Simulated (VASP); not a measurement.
# GaN (l.eB) (Imm2) in VASP: notebook

GaN (l.eB) is run at these levels: LDA; tasks: single point.

All numbers are computed with VASP 6.6.1; they aren't measurements. Logs are shortened: lines on timing, memory, paths and dates and some standing lists are left out, and cuts for length are marked.

### Step 1. The cell of the first run

It takes space group Imm2 (No. 44, orthorhombic). The conventional cell has a = 3.061 Å, b = 3.224 Å, c = 4.329 Å, α = 90.00°, β = 90.00°, γ = 90.00°. Ga (site symmetry mm2) has 4 N at 1.87 to 1.94 Å within 2.5 Å. Within 2.5 Å of N (site symmetry mm2) lie 4 Ga at 1.87 to 1.94 Å.

### Step 2. Single point, LDA

The input, INCAR:

```
SYSTEM = GaN
  PREC = Accurate
  ENCUT = 600
  EDIFF = 1E-6
  ISMEAR = 0
  SIGMA = 0.1
  LREAL = .FALSE.
  LASPH = .TRUE.
  NELM = 120
  ALGO = Normal
  ISIF = 2
  LWAVE = .FALSE.
  LCHARG = .FALSE.
  NBANDS = 26
  GGA_COMPAT = .FALSE.
```

The input, KPOINTS:

```
Automatic mesh
0
G
  6 4 6
  0 0 0
```

The input, POSCAR:

```
GaN
1.0
    3.0611126101      0.0000000000      0.0000000000
    0.0000000000      4.3290669213      0.0000000000
    0.0000000000      0.0000000000      3.2235260837
Ga N
2 2
Direct
    0.0000000000      0.0000000000      0.0000000000
    0.5000000000      0.5000000000      0.5000031000
    0.5000000000      0.2500000000      0.0000000000
    0.0000000000      0.7500000000      0.5000031000
```

Potentials or basis: VASP PAW LDA potentials, release 64 (Ga_d, N).

Command:

```
> cat potpaw_LDA.64/Ga_d/POTCAR potpaw_LDA.64/N/POTCAR > POTCAR
> mpirun -np 1 vasp_std > vasp.out
```

OUTCAR:

```text
SYSTEM = GaN
   PREC = Accurate
   ENCUT = 600
   EDIFF = 1E-6
   ISMEAR = 0
   LREAL = .FALSE.
   LASPH = .TRUE.
   NELM = 120
   ISIF = 2

 ion  position               nearest neighbor table
   1  0.000  0.000  0.000-   3 1.87   3 1.87   4 1.94   4 1.94
   2  0.500  0.500  0.500-   4 1.87   4 1.87   3 1.94   3 1.94
   3  0.500  0.250  0.000-   1 1.87   1 1.87   2 1.94   2 1.94
   4  0.000  0.750  0.500-   2 1.87   2 1.87   1 1.94   1 1.94

  LATTYP: Found a simple orthorhombic cell.
 ALAT       =     3.0611126101
 B/A-ratio  =     1.0530570071
 C/A-ratio  =     1.4142135467

  Lattice vectors:

 A1 = (  -3.0611126101,   0.0000000000,   0.0000000000)
 A2 = (   0.0000000000,   0.0000000000,   3.2235260837)
 A3 = (   0.0000000000,   4.3290669213,   0.0000000000)

Analysis of symmetry for initial positions (statically):
=====================================================================
 Subroutine PRICEL returns following result:

  LATTYP: Found a body centered orthorhombic cell.
 ALAT       =     3.0611126102
 B/A-ratio  =     1.0530570071
 C/A-ratio  =     1.4142135467

  Lattice vectors:

 A1 = (   1.5305563051,   2.1645334607,   1.6117730348)
 A2 = (  -1.5305563050,   2.1645334606,  -1.6117730348)
 A3 = (  -1.5305563050,  -2.1645334607,   1.6117530489)

   2 primitive cells build up your supercell.

 Routine SETGRP: Setting up the symmetry group for a
 simple orthorhombic supercell.

 Subroutine GETGRP returns: Found  4 space group operations
 (whereof  4 operations were pure point group operations)
 out of a pool of  8 trial point group operations.

The static configuration has the point symmetry C_2v.

Analysis of symmetry for dynamics (positions and initial velocities):
=====================================================================
 Subroutine PRICEL returns following result:

  LATTYP: Found a body centered orthorhombic cell.
 ALAT       =     3.0611126102
 B/A-ratio  =     1.0530570071
 C/A-ratio  =     1.4142135467

  Lattice vectors:

 A1 = (   1.5305563051,   2.1645334607,   1.6117730348)
 A2 = (  -1.5305563050,   2.1645334606,  -1.6117730348)
 A3 = (  -1.5305563050,  -2.1645334607,   1.6117530489)

   2 primitive cells build up your supercell.

 Routine SETGRP: Setting up the symmetry group for a
 simple orthorhombic supercell.

 Subroutine GETGRP returns: Found  4 space group operations
 (whereof  4 operations were pure point group operations)
 out of a pool of  8 trial point group operations.

The dynamic configuration has the point symmetry C_2v.

 Subroutine INISYM returns: Found  4 space group operations
 (whereof  4 operations are pure point group operations),
 and found     2 'primitive' translations

----------------------------------------------------------------------------------------

                                     Primitive cell

  volume of cell :      21.3587

  direct lattice vectors                    reciprocal lattice vectors
     1.530556305  2.164533461  1.611773035    -0.000002025  0.230996660  0.310219298
    -1.530556305  2.164533461 -1.611773035    -0.326678606  0.230996660  0.000000000
    -1.530556305 -2.164533461  1.611753049    -0.326680631  0.000000000  0.310219298

  length of vectors
     3.102518335  3.102518335  3.102507953     0.386775736  0.400097949  0.450506657

  position of ions in fractional coordinates (direct lattice)
     0.000000000  0.000000000  0.000000000
     0.250003100  0.750000000  0.500003100

  ion indices of the primitive-cell ions
   primitive index   ion index
                 1           1
                 2           4

----------------------------------------------------------------------------------------

 KPOINTS: Automatic mesh

Automatic generation of k-mesh.
 Grid dimensions read from file:
 generate k-points for:    6    4    6

 Generating k-lattice:

  Cartesian coordinates                     Fractional coordinates (reciprocal lattice)
     0.054446434  0.000000000  0.000000000     0.166666667  0.000000000  0.000000000
     0.000000000  0.057749165  0.000000000     0.000000000  0.250000000  0.000000000
     0.000000000  0.000000000  0.051703216     0.000000000  0.000000000  0.166666667

  Length of vectors
     0.054446434  0.057749165  0.051703216

  Shift w.r.t. Gamma in fractional coordinates (k-lattice)
     0.000000000  0.000000000  0.000000000

 Subroutine IBZKPT returns following result:
 ===========================================

 Found     48 irreducible k-points:

 Following reciprocal coordinates:
            Coordinates               Weight
  0.000000  0.000000  0.000000      1.000000
  0.166667  0.000000  0.000000      2.000000
  0.333333  0.000000  0.000000      2.000000
  0.500000  0.000000  0.000000      1.000000
  0.000000  0.250000  0.000000      2.000000
  0.166667  0.250000  0.000000      4.000000
[... 16 lines left out ...]
  0.333333  0.500000  0.166667      4.000000
  0.500000  0.500000  0.166667      2.000000
 [... further k-points ...]
   k-points           NKPTS =     48   k-points in BZ     NKDIM =     48   number of bands    NBANDS=     26
   number of dos      NEDOS =    301   number of ions     NIONS =      4
   total plane-waves  NPLWV =  24192
   dimension x,y,z NGX =    24 NGY =   36 NGZ =   28
   dimension x,y,z NGXF=    48 NGYF=   72 NGZF=   56
   ions per type =               2   2
   NGX,Y,Z   is equivalent  to a cutoff of  13.03, 13.82, 14.44 a.u.
   NGXF,Y,Z  is equivalent  to a cutoff of  26.07, 27.65, 28.88 a.u.
 SYSTEM =  GaN
   PREC   = accura    normal or accurate (medium, high low for compatibility)
   ISTART =      0    job   : 0-new  1-cont  2-samecut
   ICHARG =      2    charge: 1-file 2-atom 10-const
   ISPIN  =      1    spin polarized calculation?
   LNONCOLLINEAR =      F non collinear calculations
   LSORBIT =      F    spin-orbit coupling
   LASPH  =      T    aspherical Exc in radial PAW
   ENCUT  =  600.0 eV  44.10 Ry    6.64 a.u.   6.11  8.65  6.44*2*pi/ulx,y,z
   NELM   =    120;   NELMIN=  2; NELMDL= -5     # of ELM steps
   EDIFF  = 0.1E-05   stopping-criterion for ELM
   LREAL  =      F    real-space projection
   EDIFFG = 0.1E-04   stopping-criterion for IOM
   NSW    =      0    number of steps for IOM
   IBRION =     -1    ionic relax: 0-MD 1-quasi-New 2-CG
   NFREE  =      0    steps in history (QN), initial steepest desc. (CG)
   ISIF   =      2    stress and relaxation
   ISYM   =      2    0-nonsym 1-usesym 2-fastsym
   POTIM  = 0.5000    time-step for ionic-motion
   TEBEG  =    0.0;   TEEND  =   0.0 temperature during run
   PSTRESS=    0.0 pullay stress
   NELECT =      36.0000    total number of electrons
   NUPDOWN=      -1.0000    fix difference up-down
   EMIN   =  10.00;   EMAX   =-10.00  energy-range for DOS
   EFERMI =   0.00;   METHOD = LEGACY
   ISMEAR =     0;   SIGMA  =   0.10  broadening in eV -4-tet -1-fermi 0-gaus
   EFERMI_NEDOS =   21; number of points for ismear=-14 and -15
   IALGO  =     38    algorithm
   IMIX   =      4    mixing-type and parameters
     AMIX     =   0.40;   BMIX     =  1.00
     AMIX_MAG =   1.60;   BMIX_MAG =  1.00
  volume/ion in A,a.u.               =      10.68        72.07
  Fermi-wavevector in a.u.,A,eV,Ry     =   1.546349  2.922175 32.534169  2.391194
  Thomas-Fermi vector in A             =   2.651597
   LORBIT       =      0    0 simple, 1 ext, 2 COOP (PROOUT), +10 PAW based schemes
   GGA     = CA    functional components
   LHFCALC =     F    Hartree Fock is set to
   AEXX    =    0.0000 exact exchange contribution
   IVDW    =     0    specifies the selected vdW correction
   LEPSILON=     F    determine dielectric tensor
   LRPA    =     F    only Hartree local field effects (RPA)
 non-spin polarized calculation
 Gauss-broadening in eV      SIGMA  =   0.10
  energy-cutoff  :      600.00
  volume of cell :       42.72
 maximum number of plane-waves:      1444
   NGX = 13   NGY = 17   NGZ = 13

 number of electron      36.0000010 magnetization

 Free energy of the ion-electron system (eV)
  ---------------------------------------------------
  ext. energy  EPLUGINS =         0.00000000
  ---------------------------------------------------
  free energy    TOTEN  =       -27.75001576 eV

  energy without entropy =      -27.75001576  energy(sigma->0) =      -27.75001576

 E-fermi :   6.3571     XC(G=0): -12.4914

 val. band max:        5.8958936628   @ k =   0.0000   0.0000   0.0000
 cond. band min:       7.9669210527   @ k =   0.0000   0.0000   0.0000
 fundamental gap:      2.0710273898
 Fermi energy:         6.3571311688

 k-point     1 :       0.0000    0.0000    0.0000
  band No.  band energies     occupation
      1     -10.6130      2.00000
      2      -9.3130      2.00000
      3      -7.8378      2.00000
      4      -7.8271      2.00000
      5      -7.8018      2.00000
      6      -7.7532      2.00000
[... 18 lines left out ...]
     25      18.0996      0.00000
     26      19.9218      0.00000

 k-point     2 :       0.1667    0.0000    0.0000
  band No.  band energies     occupation
      1     -10.3686      2.00000
      2      -9.3082      2.00000
      3      -7.7987      2.00000
      4      -7.7706      2.00000
      5      -7.7577      2.00000
      6      -7.7170      2.00000
[... 18 lines left out ...]
     25      17.7967      0.00000
     26      19.2386      0.00000

 k-point     3 :       0.3333    0.0000    0.0000
  band No.  band energies     occupation
      1      -9.8379      2.00000
      2      -9.3343      2.00000
      3      -7.7251      2.00000
      4      -7.6948      2.00000
      5      -7.6932      2.00000
      6      -7.5326      2.00000
[... 18 lines left out ...]
     25      16.8087      0.00000
     26      17.9375      0.00000

 k-point     4 :       0.5000    0.0000    0.0000
  band No.  band energies     occupation
      1      -9.4679      2.00000
      2      -9.4679      2.00000
      3      -7.6838      2.00000
      4      -7.6838      2.00000
      5      -7.6314      2.00000
      6      -7.6314      2.00000
[... 18 lines left out ...]
     25      17.0082      0.00000
     26      17.0082      0.00000

 k-point     5 :       0.0000    0.2500    0.0000
  band No.  band energies     occupation
      1     -10.3472      2.00000
      2      -9.3969      2.00000
      3      -7.7930      2.00000
      4      -7.7755      2.00000
      5      -7.7564      2.00000
      6      -7.7164      2.00000
[... 18 lines left out ...]
     25      17.5800      0.00000
     26      19.2009      0.00000

 k-point     6 :       0.1667    0.2500    0.0000
  band No.  band energies     occupation
      1     -10.1447      2.00000
      2      -9.3831      2.00000
      3      -7.7645      2.00000
      4      -7.7628      2.00000
      5      -7.6901      2.00000
      6      -7.6378      2.00000
[... 427 lines left out ...]
 k-point    21 :       0.0000    0.5000    0.1667
  band No.  band energies     occupation
      1      -9.7028      2.00000
      2      -9.7028      2.00000
      3      -7.7041      2.00000
      4      -7.7041      2.00000
      5      -7.6914      2.00000
      6      -7.6914      2.00000
[... 18 lines left out ...]
     25      18.0468      0.00000
     26      18.0468      0.00000

 k-point    22 :       0.1667    0.5000    0.1667
  band No.  band energies     occupation
      1      -9.6195      2.00000
      2      -9.6195      2.00000
      3      -7.7125      2.00000
      4      -7.7125      2.00000
      5      -7.6703      2.00000
      6      -7.6703      2.00000
[... 18 lines left out ...]
     25      17.7611      0.00000
     26      17.7611      0.00000

 k-point    23 :       0.3333    0.5000    0.1667
  band No.  band energies     occupation
      1      -9.4903      2.00000
      2      -9.4903      2.00000
      3      -7.7098      2.00000
      4      -7.7098      2.00000
      5      -7.6524      2.00000
      6      -7.6524      2.00000
[... 18 lines left out ...]
     25      17.2733      0.00000
     26      17.2733      0.00000

 k-point    24 :       0.5000    0.5000    0.1667
  band No.  band energies     occupation
      1      -9.4444      2.00000
      2      -9.4444      2.00000
      3      -7.7154      2.00000
      4      -7.7154      2.00000
      5      -7.6466      2.00000
      6      -7.6466      2.00000
[... 18 lines left out ...]
     25      17.2933      0.00000
     26      17.2933      0.00000

 [... further k-points ...]

------------------------ aborting loop because EDIFF is reached ----------------------------------------

  FORCE on cell =-STRESS in cart. coord.  units (eV):
  Direction    XX          YY          ZZ          XY          YZ          ZX
  --------------------------------------------------------------------------------------
  -------------------------------------------------------------------------------------
  Total        5.4212573      2.9531025     -0.9355302      0.0000000      0.0000000      0.0000000
  in kB      203.3320342    110.7603484    -35.0884026      0.0000000      0.0000000      0.0000000
  external PRESSURE =      93.0013266 kB  Pullay stress =       0.0000000 kB

 VOLUME and BASIS-vectors are now :
 -----------------------------------------------------------------------------
  energy-cutoff  :      600.00
  volume of cell :       42.72
      direct lattice vectors                 reciprocal lattice vectors
     3.061112610  0.000000000  0.000000000     0.326678606  0.000000000  0.000000000
     0.000000000  4.329066921  0.000000000     0.000000000  0.230996660  0.000000000
     0.000000000  0.000000000  3.223526084     0.000000000  0.000000000  0.310219298

 POSITION                                       TOTAL-FORCE (eV/Angst)
 -----------------------------------------------------------------------------------
      0.00000      0.00000      0.00000        -0.000000     -0.592413      0.000000
      1.53056      2.16453      1.61177         0.000000     -0.592413      0.000000
      1.53056      1.08227      0.00000        -0.000000      0.592413      0.000000
      0.00000      3.24680      1.61177        -0.000000      0.592413     -0.000000
 -----------------------------------------------------------------------------------
    total drift:                                0.000000     -0.000248     -0.008294

  FREE ENERGIE OF THE ION-ELECTRON SYSTEM (eV)
  ---------------------------------------------------
  free  energy   TOTEN  =       -27.7500157560 eV

  energy  without entropy=      -27.7500157560  energy(sigma->0) =      -27.75001576
```

Run time: 31 s. Hardware: 1 thread of Intel Xeon Platinum 8488C (Sapphire Rapids), shared host; peak memory 0.17 GiB.

What came out:

- Free energy: -27.7500 eV
- Pressure: 9.3 GPa
- Largest force: 0.592 eV/Å
- Band gap on the k mesh: 2.07 eV

Forces on the atoms (eV/Å):
```
Ga   0.000 -0.592  0.000
Ga   0.000 -0.592  0.000
N    0.000  0.592  0.000
N    0.000  0.592  0.000
```

Stress tensor (GPa, compression positive):
```
20.33  0.00  0.00
 0.00 11.08  0.00
 0.00  0.00 -3.51
```

Levels at points of the mesh, in eV from the valence-band top:
```tsv
k point	band 14	band 15	band 16	band 17	band 18	band 19	band 20	band 21	band 22	band 23
(0.00, 0.00, 0.00)	-3.53	-2.84	-0.21	-0.01	0.00	2.07	2.97	6.65	9.85	10.51
(0.50, 0.00, 0.00)	-5.65	-3.47	-3.47	-1.45	-1.45	6.47	6.47	7.26	7.26	9.94
(0.00, 0.50, 0.00)	-3.43	-2.06	-2.06	-1.54	-1.54	4.67	4.67	7.56	7.56	11.82
(0.50, 0.50, 0.00)	-7.62	-1.37	-1.37	-1.16	-1.16	4.66	4.66	8.96	8.96	9.79
(0.00, 0.00, 0.50)	-5.56	-3.57	-3.57	-1.16	-1.16	6.91	6.91	7.61	7.61	9.92
(0.50, 0.00, 0.50)	-6.67	-2.99	-2.99	-2.96	-2.96	3.27	3.27	6.96	6.96	11.69
(0.00, 0.50, 0.50)	-7.70	-1.08	-1.08	-0.93	-0.93	5.18	5.18	8.71	8.71	10.73
(0.50, 0.50, 0.50)	-6.18	-4.13	-4.13	-4.11	-4.11	6.32	6.32	8.84	8.84	11.02
```

(Part 1 of 3 ends here.)
